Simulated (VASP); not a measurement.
# LaTe4: single point with PBE

LaTe4:

```
La Te
1.0
     5.80246    0.00000    0.00000
     0.00000    5.80246    0.00000
     0.00000    0.00000    5.80246
La Te
1 4
Direct
  0.00000 0.00000 0.00000
  0.30515 0.30515 0.30515
  0.69485 0.69485 0.30515
  0.30515 0.69485 0.69485
  0.69485 0.30515 0.69485
```

The cell was built from a structure type or drawn by symmetry, and may not be a known phase.

```
Program                : VASP 6.6.1
Task                   : single point
Functional             : PBE
Potentials or basis    : VASP PAW PBE potentials, release 64 (La, Te)
Cutoff                 : 520 eV
k mesh                 : 8 × 8 × 8
Occupations            : gaussian, width 0.1 eV
Spin                   : no spin polarisation
Dipole correction      : no
Further INCAR settings : ALGO = Normal; EDIFF = 1e-06; NBANDS = 26
```

- Pressure: -0.1 GPa
- Largest force: 0.015 eV/Å
- Band gap on the k mesh: zero (an odd number of electrons rules out a gap without spin polarisation)

Forces on the atoms (eV/Å):
```
La   0.000  0.000  0.000
Te  -0.009 -0.009 -0.009
Te   0.009  0.009 -0.009
Te  -0.009  0.009  0.009
Te   0.009 -0.009  0.009
```

Levels at points of the mesh, in eV from the Fermi level:
| k point | band 15 | band 16 | band 17 | band 18 | band 19 | band 20 |
| --- | --- | --- | --- | --- | --- | --- |
| (0.00, 0.00, 0.00) | -0.42 | -0.42 | -0.42 | 0.22 | 0.22 | 0.22 |
| (0.50, 0.00, 0.00) | -1.75 | -1.05 | -0.55 | -0.55 | 0.96 | 0.96 |
| (0.50, 0.50, 0.00) | -0.72 | -0.72 | -0.16 | 0.06 | 0.06 | 0.41 |
| (0.50, 0.50, 0.50) | -0.55 | -0.55 | -0.55 | 0.60 | 0.60 | 0.60 |

It took 2.1 min on 1 thread of AMD EPYC 9R45 96-Core Processor (Zen 5), with other jobs on the host, peak memory 0.4 GiB.

Caveat: spin-orbit coupling is left out, which moves the levels of the heavy elements.
